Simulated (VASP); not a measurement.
Set up this calculation in VASP 6.6.1, as the native input.

| Item | Value |
| --- | --- |
| Task | single point |
| Functional | PBEsol |
| Potentials or basis | VASP PAW PBE potentials, release 64 (Zr_sv, C) |
| Cutoff | 520 eV |
| k mesh | 11 × 11 × 14 |
| Occupations | gaussian, width 0.1 eV |
| Spin | no spin polarisation |
| Dipole correction | no |
| Further INCAR settings | ALGO = Normal; EDIFF = 1e-06; NBANDS = 15 |

The structure of ZrC lies in POSCAR:

```
ZrC
1.0
    3.2188795813     -0.0000000228      0.0003827805
   -0.0000000228      3.2188795813      0.0003827805
    1.6097259713      1.6097259713      2.3608422000
Zr C
1 1
Direct
    0.0000000000      0.0000000000      0.0000000000
    0.5000000000      0.5000000000      0.0000000000
```

These files were run (other wordings do the same):

INCAR

```
SYSTEM = ZrC
ALGO = Normal
EDIFF = 1E-6
ENCUT = 520
GGA = PS
ISIF = 2
ISMEAR = 0
LASPH = .TRUE.
LCHARG = .FALSE.
LREAL = .FALSE.
LWAVE = .FALSE.
NBANDS = 15
NELM = 80
PREC = Accurate
SIGMA = 0.1
```

KPOINTS

```
k-points
0
G
  11 11 14
  0 0 0
```

Potentials or basis: VASP PAW PBE potentials, release 64 (Zr_sv, C).

Run with:

```bash
$ cat potpaw_PBE.64/Zr_sv/POTCAR potpaw_PBE.64/C/POTCAR > POTCAR
$ mpirun -np 1 vasp_std > vasp.out
```

Results of the run:

The pressure is 11.2 GPa and the band gap on the k mesh is zero (band 8 reaches 11.24 eV, above the bottom of band 9 at 9.81 eV).

Caveat: the PAW data sets were made with another functional, which shifts forces and pressure a little.

Run time: 120 s on 1 thread of Intel(R) Xeon(R) Platinum 8259CL CPU @ 2.50GHz (Skylake/Cascade Lake), with other jobs on the host, peak memory 0.28 GiB.
